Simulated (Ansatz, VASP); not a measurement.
This is a calculation of Si2W for VASP 6.6.1.

The input INCAR:

```
ALGO     = Normal         # electronic algorithm
EDIFF    = 1E-6           # SCF threshold, eV
ENCUT    = 520            # plane-wave cutoff, eV
GGA      = CA             # functional
ISIF     = 2              # what is computed and relaxed
ISMEAR   = -1             # smearing method
LASPH    = T              # aspherical terms in the spheres
LCHARG   = F              # write CHGCAR
LREAL    = F              # projectors in reciprocal space
LWAVE    = F              # write WAVECAR
NBANDS   = 18             # bands
NELM     = 80             # most SCF steps
PREC     = Accurate       # precision mode
SIGMA    = 0.05           # smearing width, eV
```

Contents of KPOINTS:

```
k-points
0
Gamma
  12 12 12
```

The input POSCAR:

```
Si2W
1.0
   -1.6384158444      1.6384158444      3.9917332191
    1.6384158444     -1.6384158444      3.9917332191
    1.6384158444      1.6384158444     -3.9917332191
W Si
1 2
Direct
    0.0000000000      0.0000000000      0.0000000000
    0.6653000000      0.6653000000      0.0000000000
    0.3347000000      0.3347000000      0.0000000000
```

Potentials or basis: VASP PAW LDA potentials, release 64 (W_sv, Si).

The run is started by

```sh
$ cat potpaw_LDA.64/W_sv/POTCAR potpaw_LDA.64/Si/POTCAR > POTCAR
$ mpirun -np 1 vasp_std > vasp.out
```

Task: Translate it to Ansatz 0.2.0. Potentials there: all-electron LAPW, scalar-relativistic.

Result: As run (the cutoff follows the program's own potentials):

The input input.yaml:

```yaml
crystal:
  lattice:
    - [-1.6384158444, 1.6384158444, 3.9917332191]
    - [1.6384158444, -1.6384158444, 3.9917332191]
    - [1.6384158444, 1.6384158444, -3.9917332191]
  atoms:
    - { symbol: W, position: [0.0, 0.0, 0.0] }
    - { symbol: Si, position: [0.6653, 0.6653, 0.0] }
    - { symbol: Si, position: [0.3347, 0.3347, 0.0] }
kpoints:
  mp_grid: { grid: [12, 12, 12] }
scf:
  occupations: { method: fermi_dirac, width: 0.05 }
hamiltonian:
  xc: lda
  pseudopotentials: { kind: all_electron, lapw: { basis_error: 0.002 } }
output:
  forces: true
  stress: true
  eigenvalues: true
```

Potentials or basis: all-electron LAPW, scalar-relativistic.

Run with:

```sh
$ ansatz run input.yaml --threads 2 --pin off --max-ram 6144MiB --backend cpu --events-out ev --progress --plain --runs-dir out
```

Both were run:

|  | VASP | Ansatz | Ansatz less VASP |
| --- | --- | --- | --- |
| gap on the k mesh at the Fermi level (eV) | none | none | - |
| pressure (GPa) | -16.3 | -16.8 | -0.52 |
| traceless stress, the component that is largest in VASP (GPa) | -0.97 | -1.02 | -0.042 |
| rms of the force components (eV/Å) | 0.086 | 0.092 | +0.0059 |

LDA's correlation is that of Perdew and Zunger in VASP and of Perdew and Wang (1992) in Ansatz. Atom by atom the forces differ by 0.006 eV/Å (rms over components). A gap of «none» marks a metal or a gap that the smearing closes. Ansatz ran all-electron here, and VASP with PAW potentials.

Spin-orbit coupling is off throughout.
